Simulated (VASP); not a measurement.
# TePb (Fm-3m) in VASP: notebook, part 2 of 2

VASP 6.6.1. The steps go on from the part before.

### 4 Relaxation of cell and atoms, PBEsol, target pressure 5 GPa, at which the enthalpy is minimised

This run uses another cell than the first one, of 33.73 Å³/atom, 1.009 times its volume.

Contents of INCAR:

```
PREC = Accurate ; ENCUT = 600
EDIFF = 1E-6 ; ISMEAR = -1
SIGMA = 0.05 ; LREAL = False
LASPH = True ; NELM = 60
ALGO = Normal ; ISIF = 3
LWAVE = False ; LCHARG = False
GGA = PS ; IBRION = 2
NSW = 80 ; EDIFFG = -0.02
PSTRESS = 50.0
```

Contents of KPOINTS:

```
regular mesh
0
Gamma
  7 7 7
```

Contents of POSCAR:

```
TePb
1.0
    0.0000000000      3.2310000000      3.2310000000
    3.2310000000      0.0000000000      3.2310000000
    3.2310000000      3.2310000000      0.0000000000
Pb Te
1 1
Direct
    0.0000000000      0.0000000000      0.0000000000
    0.5000000000      0.5000000000      0.5000000000
```

Command:

```bash
cat potpaw_PBE.64/Pb_d/POTCAR potpaw_PBE.64/Te/POTCAR > POTCAR
mpirun -np 1 vasp_std > vasp.out
```

It took 2.3 min on 1 thread of Intel Xeon 8259CL, shared host; peak memory 0.25 GiB.

The run converged. Its results:

* Free energy: -8.1791 eV
* Relaxed volume: 30.55 Å³/atom
* Relaxed cell: a = 4.421 Å, b = 4.421 Å, c = 4.421 Å, α = 60.00°, β = 60.00°, γ = 60.00°
* Space group after relaxing (to 0.05 Å): Fm-3m (No. 225)
* Energy change on relaxing (the enthalpy is what falls): +40.5 meV/atom
* Ionic steps: 3
* Pressure after relaxing: 4.9 GPa

Step by step:
```
step  energy change (eV)  largest force (eV/Å)  pressure (GPa)  volume (Å³)
   1              0.0000                0.0000           -0.42        67.46
   2              0.2756                0.0000           10.34        56.93
   3              0.0810                0.0000            4.94        61.09
```

Final structure:
```cif
data_structure
_symmetry_space_group_name_H-M 'P 1'
_symmetry_Int_Tables_number 1
_cell_length_a 4.4208
_cell_length_b 4.4208
_cell_length_c 4.4208
_cell_angle_alpha 60.000
_cell_angle_beta 60.000
_cell_angle_gamma 60.000
_cell_volume 61.09
loop_
_atom_site_label
_atom_site_type_symbol
_atom_site_fract_x
_atom_site_fract_y
_atom_site_fract_z
_atom_site_occupancy
Pb1 Pb 0.00000 0.00000 0.00000 1
Te1 Te 0.50000 0.50000 0.50000 1
```

Levels at points of the mesh, in eV from the Fermi level:
| k point | band 8 | band 9 | band 10 | band 11 | band 12 | band 13 |
| --- | --- | --- | --- | --- | --- | --- |
| (0.00, 0.00, 0.00) | -2.02 | -2.02 | -2.02 | 3.86 | 3.86 | 3.86 |

Caveat: this odd mesh misses L, where the gap lies, so gap, dielectric constants and Born charges aren't listed; the cell is relaxed towards a set pressure, so the enthalpy falls and the energy may rise; the PAW data sets were made with another functional, which shifts forces and pressure a little; spin-orbit coupling is left out, which moves the levels of the heavy elements.

### 5 Relaxation of cell and atoms, PBEsol, target pressure 10 GPa, at which the enthalpy is minimised

This run uses another cell than the first one, of 33.73 Å³/atom, 1.009 times its volume.

Contents of INCAR:

```
SYSTEM = TePb
ALGO = Normal
EDIFF = 1E-6
EDIFFG = -0.02
ENCUT = 600
GGA = PS
IBRION = 2
ISIF = 3
ISMEAR = -1
LASPH = .True.
LCHARG = .False.
LREAL = .False.
LWAVE = .False.
NELM = 100
NSW = 80
PREC = Accurate
PSTRESS = 100.0
SIGMA = 0.05
```

Contents of KPOINTS:

```
k-points
0
Gamma
  7 7 7
  0 0 0
```

POSCAR is that of step 4.

Potentials or basis: VASP PAW PBE potentials, release 64 (Pb_d, Te).

Command:

```bash
cat potpaw_PBE.64/Pb_d/POTCAR potpaw_PBE.64/Te/POTCAR > POTCAR
mpirun -np 1 vasp_std > vasp.out
```

OUTCAR:

```text
SYSTEM = TePb
   EDIFF = 1E-6
   EDIFFG = -0.02
   ENCUT = 600
   GGA = PS
   IBRION = 2
   ISIF = 3
   ISMEAR = -1
   LASPH = .True.
   LREAL = .False.
   NELM = 100
   NSW = 80
   PREC = Accurate
   PSTRESS = 100.0

 ion  position               nearest neighbor table
   1  0.000  0.000  0.000-   2 3.23   2 3.23   2 3.23   2 3.23   2 3.23   2 3.23
   2  0.500  0.500  0.500-   1 3.23   1 3.23   1 3.23   1 3.23   1 3.23   1 3.23

  LATTYP: Found a face centered cubic cell.
 ALAT       =     6.4620000000

  Lattice vectors:

 A1 = (   0.0000000000,   3.2310000000,   3.2310000000)
 A2 = (   3.2310000000,   0.0000000000,   3.2310000000)
 A3 = (   3.2310000000,   3.2310000000,   0.0000000000)

Analysis of symmetry for initial positions (statically):
=====================================================================
 Subroutine PRICEL returns:
[... 158 lines left out ...]

 number of electron      19.9999998 magnetization

 Free energy of the ion-electron system (eV)
  ---------------------------------------------------
  ext. energy  EPLUGINS =         0.00000000
  ---------------------------------------------------
  free energy    TOTEN  =        -8.26013919 eV

  energy without entropy =       -8.26013504  energy(sigma->0) =       -8.26013711

 E-fermi :   5.8339     XC(G=0):  -9.4709

 val. band max:        5.3477722357   @ k =   0.4286   0.0000   0.0000
 cond. band min:       6.3047019191   @ k =   0.4286   0.0000   0.0000
 fundamental gap:      0.9569296834
 Fermi energy:         5.8338895162
[... 798 lines left out ...]
--------------------------------------- Ionic step        4  -------------------------------------------

 number of electron      20.0000002 magnetization

 Free energy of the ion-electron system (eV)
  ---------------------------------------------------
  ext. energy  EPLUGINS =         0.00000000
  ---------------------------------------------------
  free energy    TOTEN  =        -8.00189087 eV

  energy without entropy =       -8.00185665  energy(sigma->0) =       -8.00187376

 E-fermi :   8.0161     XC(G=0): -10.2282

 val. band max:        7.6646233330   @ k =   0.4286   0.0000   0.0000
 cond. band min:       8.3665562591   @ k =   0.4286   0.0000   0.0000
 fundamental gap:      0.7019329261
 Fermi energy:         8.0161076217
[... 371 lines left out ...]
  energy  without entropy=       -8.0018566513  energy(sigma->0) =       -8.00187376

  enthalpy is  TOTEN    =        -4.4315105797 eV   P V=        3.5703802888

 reached required accuracy - stopping structural energy minimisation
```

OSZICAR:

```text
N       E                     dE             d eps       ncg     rms          rms(c)
DAV:   1     0.161284817639E+03    0.16128E+03   -0.99875E+03   560   0.153E+03
DAV:   2     0.393637324980E+01   -0.15735E+03   -0.15434E+03   578   0.359E+02
DAV:   3    -0.806538295414E+01   -0.12002E+02   -0.11886E+02   758   0.104E+02
[... 34 lines left out ...]
DAV:   2    -0.800239991678E+01    0.30149E-02   -0.62625E-03   686   0.161E+00    0.117E-01
DAV:   3    -0.800188276510E+01    0.51715E-03   -0.21306E-03   704   0.844E-01    0.211E-02
DAV:   4    -0.800188665568E+01   -0.38906E-05   -0.41215E-05   572   0.663E-02    0.184E-02
DAV:   5    -0.800189065210E+01   -0.39964E-05   -0.88606E-06   748   0.331E-02    0.687E-03
DAV:   6    -0.800189086857E+01   -0.21646E-06   -0.52896E-07   292   0.122E-02
   4 F= -.44315106E+01 E0= -.44314935E+01  d E =-.381839E+00
```

CONTCAR:

```text
TePb
   1.00000000000000
    -0.0000000000000000    3.0581939230187554    3.0581939230187554
     3.0581939230187554    0.0000000000000000    3.0581939230187554
     3.0581939230187554    3.0581939230187554    0.0000000000000000
  Pb              Te
     1     1
Direct
     1.0000000000000000    0.0000000000000000    0.0000000000000000
     0.5000000000000000    0.5000000000000000    0.5000000000000000

  0.00000000E+00  0.00000000E+00  0.00000000E+00
  0.00000000E+00  0.00000000E+00  0.00000000E+00
```

Wall time 2 min (1 thread of Intel Xeon 8259CL, shared host); peak memory 0.26 GiB.

Results:

| Item | Value |
| --- | --- |
| Free energy | -8.0019 eV |
| Relaxed volume | 28.60 Å³/atom |
| Relaxed cell | a = 4.325 Å, b = 4.325 Å, c = 4.325 Å, α = 60.00°, β = 60.00°, γ = 60.00° |
| Space group after relaxing (to 0.05 Å) | Fm-3m (No. 225) |
| Energy change on relaxing (the enthalpy is what falls) | +129.1 meV/atom |
| Ionic steps | 4 |
| Pressure after relaxing | 9.9 GPa |

The path:
```csv
step,energy change (eV),largest force (eV/Å),pressure (GPa),volume (Å³)
1,0.0000,0.0000,-0.42,67.46
2,1.3123,0.0000,30.57,48.24
3,0.2429,0.0000,9.54,57.46
4,0.2582,0.0000,9.94,57.20
```

Final structure:
```
CELL_PARAMETERS angstrom
0.00000 3.05819 3.05819
3.05819 0.00000 3.05819
3.05819 3.05819 0.00000
ATOMIC_POSITIONS crystal
Pb 0.00000 0.00000 0.00000
Te 0.50000 0.50000 0.50000
```

Caveat: this odd mesh misses L, where the gap lies, so gap, dielectric constants and Born charges aren't listed; the cell is relaxed towards a set pressure, so the enthalpy falls and the energy may rise; the volume moved by over 15 % at a fixed basis, so the end points are rough; the PAW data sets were made with another functional, which shifts forces and pressure a little; spin-orbit coupling is left out, which moves the levels of the heavy elements.

### 6 Relaxation of cell and atoms, PBEsol, target pressure 20 GPa, at which the enthalpy is minimised

This run uses another cell than the first one, of 33.73 Å³/atom, 1.009 times its volume.

Contents of INCAR:

```
SYSTEM = TePb
ALGO = Normal ; EDIFF = 1E-7
EDIFFG = -0.02 ; ENCUT = 600
GGA = PS ; IBRION = 2
ISIF = 3 ; ISMEAR = -1
LASPH = .True. ; LCHARG = .False.
LREAL = .False. ; LWAVE = .False.
NELM = 100 ; NSW = 80
PREC = Accurate ; PSTRESS = 200.0
SIGMA = 0.05
```

KPOINTS is that of step 5.

POSCAR is that of step 5.

Potentials or basis: VASP PAW PBE potentials, release 64 (Pb_d, Te).

Command:

```bash
cat potpaw_PBE.64/Pb_d/POTCAR potpaw_PBE.64/Te/POTCAR > POTCAR
mpirun -np 1 vasp_std > vasp.out
```

Run time: 4.4 min. Hardware: 1 thread of Intel Xeon 8259CL, shared host; peak memory 0.27 GiB.

It converged, with:

| Quantity | Value |
| --- | --- |
| Free energy | -7.5201 eV |
| Relaxed volume | 25.95 Å³/atom |
| Relaxed cell | a = 4.187 Å, b = 4.187 Å, c = 4.187 Å, α = 60.00°, β = 60.00°, γ = 60.00° |
| Space group after relaxing (to 0.05 Å) | Fm-3m (No. 225) |
| Energy change on relaxing (the enthalpy is what falls) | +370.0 meV/atom |
| Ionic steps | 5 |
| Pressure after relaxing | 20.0 GPa |

Step by step:
```csv
step,energy change (eV),largest force (eV/Å),pressure (GPa),volume (Å³)
1,0.0000,0.0000,-0.40,67.46
2,7.9613,0.0000,144.65,33.61
3,0.5526,0.0000,16.35,53.57
4,0.6642,0.0000,18.56,52.54
5,0.7400,0.0000,20.02,51.91
```

Final structure:
```xyz
2
Lattice="0.0000 2.9608 2.9608 2.9608 0.0000 2.9608 2.9608 2.9608 0.0000" Properties=species:S:1:pos:R:3 pbc="T T T"
Pb    0.0000    0.0000    0.0000
Te    2.9608    2.9608    2.9608
```

Levels at points of the mesh, in eV from the Fermi level:
| k point | band 8 | band 9 | band 10 | band 11 | band 12 | band 13 |
| --- | --- | --- | --- | --- | --- | --- |
| (0.00, 0.00, 0.00) | -2.62 | -2.62 | -2.62 | 4.09 | 4.09 | 4.09 |

Caveat: this odd mesh misses L, where the gap lies, so gap, dielectric constants and Born charges aren't listed; the cell is relaxed towards a set pressure, so the enthalpy falls and the energy may rise; the volume moved by over 15 % at a fixed basis, so the end points are rough; the PAW data sets were made with another functional, which shifts forces and pressure a little; spin-orbit coupling is left out, which moves the levels of the heavy elements.

### 7 The runs side by side

```csv
task,cell,cutoff (eV),pressure (GPa)
single point,"a = 4.555 Å, angles 60.0°, 2 atoms",520,0.0
relaxation of cell and atoms,"relaxed from a = 4.569 Å, angles 60.0°, 2 atoms",600,0.0
relaxation of cell and atoms,"relaxed to 5 GPa from a = 4.569 Å, angles 60.0°, 2 atoms",600,4.9
relaxation of cell and atoms,"relaxed to 10 GPa from a = 4.569 Å, angles 60.0°, 2 atoms",600,9.9
relaxation of cell and atoms,"relaxed to 20 GPa from a = 4.569 Å, angles 60.0°, 2 atoms",600,20.0
```

Alike in all rows: level PBEsol; potentials or basis VASP PAW PBE potentials, release 64 (Pb_d, Te); no spin polarisation; k mesh 7 × 7 × 7; smearing fermi-dirac 0.05 eV.

Caveats: the PAW data sets were made with another functional, which shifts forces and pressure a little; spin-orbit coupling is left out, which moves the levels of the heavy elements; the cell is relaxed towards a set pressure, so the enthalpy falls and the energy may rise (some runs); the volume moved by over 15 % at a fixed basis, so the end points are rough (some runs).

Absolute energies hang on the potentials; compare differences alone.
